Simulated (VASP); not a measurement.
Wanted: the native input for a VASP 6.6.1 run.

| Quantity | Value |
| --- | --- |
| Task | single point |
| Functional | LDA |
| Potentials or basis | VASP PAW LDA potentials, release 64 (Ir) |
| Cutoff | 520 eV |
| k mesh | 21 × 21 × 12 |
| Occupations | gaussian, width 0.15 eV |
| Spin | collinear spin |
| Starting moments | [0.4, 0.4] μB |
| Fixed moment | 0.8 μB |
| Dipole correction | no |
| Further INCAR settings | ALGO = Normal; EDIFF = 1e-06; NBANDS = 20 |

The structure of Ir lies in POSCAR:

```
Ir
1.0
    2.7583201541      0.0000000000      0.0000000000
   -1.3791600771      2.3887753253      0.0000000000
    0.0000000000      0.0000000000      4.4722974870
Ir
2
Direct
    0.6666666667      0.3333333333      0.7500000000
    0.3333333333      0.6666666667      0.2500000000
```

This isn't the form of Ir at room conditions, which is fcc.

One way to write it, as run:

INCAR

```
  PREC = Accurate
  ENCUT = 520
  EDIFF = 1E-6
  ISMEAR = 0
  SIGMA = 0.15
  LREAL = False
  LASPH = True
  NELM = 150
  ALGO = Normal
  ISIF = 2
  LWAVE = False
  LCHARG = False
  ISPIN = 2
  MAGMOM = 0.4 0.4
  LORBIT = 11
  NUPDOWN = 0.8
  LMAXMIX = 4
  GGA = CA
  NBANDS = 20
```

KPOINTS

```
Automatic mesh
0
Gamma
  21 21 12
```

Potentials or basis: VASP PAW LDA potentials, release 64 (Ir).

Launch:

```bash
$ cat potpaw_LDA.64/Ir/POTCAR > POTCAR
$ mpirun -np 1 vasp_std > vasp.out
```

Results of the run:

* Pressure: -16.9 GPa
* Net moment: 0.80 μB per cell
* Site moments: Ir +0.39 μB
* Valence electrons inside the program's atomic spheres: Ir 8.28

Caveat: the cell stands under tension; the total moment is fixed, so each spin has its own Fermi level and the state may be an excited one.

Run time: 7.5 min on 1 thread of Intel Xeon 8259CL (shared host), peak memory 0.37 GiB.
